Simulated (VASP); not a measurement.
Here is a VASP 6.6.1 calculation.

INCAR

```
PREC = Accurate
ENCUT = 520
EDIFF = 1E-6
ISMEAR = 0
SIGMA = 0.2
LREAL = F
LASPH = T
NELM = 100
ALGO = Normal
ISIF = 2
LWAVE = F
LCHARG = F
GGA = PE
NBANDS = 55
```

The input KPOINTS:

```
regular mesh
0
Gamma
  6 6 6
```

File POSCAR:

```
Ti3Ge4
1.0
    0.0000000000     -3.4172476875      0.0000000000
    3.4172476875      0.0000000000      0.0000000000
   -1.7086238437      1.7086238437      9.7551180576
Ti Ge
3 4
Direct
    0.1405479331      0.1405479331      0.2810958662
    0.8594520669      0.8594520669      0.7189041338
    0.0000000000      0.0000000000      0.0000000000
    0.7125999812      0.7125999812      0.4251999624
    0.2874000188      0.2874000188      0.5748000376
    0.5713626240      0.5713626240      0.1427252481
    0.4286373760      0.4286373760      0.8572747519
```

Potentials or basis: VASP PAW PBE potentials, release 64 (Ti_sv, Ge_d).

Command:

```console
$ cat potpaw_PBE.64/Ti_sv/POTCAR potpaw_PBE.64/Ge_d/POTCAR > POTCAR
$ mpirun -np 1 vasp_std > vasp.out
```

Question: What does it give for the largest force?

Answer: 0.044 eV/Å.

Question: Estimate the band gap on the k mesh.

Answer: Zero (bands 46 and 47 overlap by 1.14 eV).

Question: Estimate the pressure.

Answer: 0.2 GPa.

Forces on the atoms (eV/Å):
```
Ti   0.000  0.000  0.044
Ti   0.000  0.000 -0.044
Ti   0.000  0.000  0.000
Ge   0.000  0.000 -0.025
Ge   0.000  0.000  0.025
Ge   0.000  0.000  0.004
Ge   0.000  0.000 -0.004
```
